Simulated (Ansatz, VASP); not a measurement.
**Ir in VASP and in Ansatz**

```
CELL_PARAMETERS angstrom
0.00000 2.14889 1.57793
2.14889 0.00000 1.57793
2.14889 2.14889 0.00000
ATOMIC_POSITIONS crystal
Ir 0.00000 0.00000 0.00000
```

Alike in both runs: task single point; functional LDA; k mesh 22 × 22 × 22; occupations gaussian, width 0.15 eV; no spin polarisation.

```csv
,VASP,Ansatz
version,VASP 6.6.1,Ansatz 0.2.0
potentials or method,"VASP PAW LDA potentials, release 64 (Ir), cutoff 520 eV","scalar-relativistic, plane waves, PAW"
valence electrons in the cell,9,17
```

Ansatz gave:

| Item | Value |
| --- | --- |
| gap on the k mesh at the Fermi level (eV) | none |
| pressure (GPa) | -6.6 |
| traceless stress, the component that is largest in VASP (GPa) | 15.29 |

Q: What did VASP give for the same quantities?

A: gap on the k mesh at the Fermi level (eV): none; pressure (GPa): -4.4; traceless stress, the component that is largest in VASP (GPa): 14.91.

Ansatz warns that its potentials were made for another functional, while VASP's fit it. LDA's correlation is that of Perdew and Zunger in VASP and of Perdew and Wang (1992) in Ansatz. A gap of «none» marks a metal or a gap that the smearing closes. VASP's potentials hold 9 valence electrons a cell and Ansatz's 17, so a difference there can come from the potentials and not from the codes.

Neither program's run includes spin-orbit coupling.
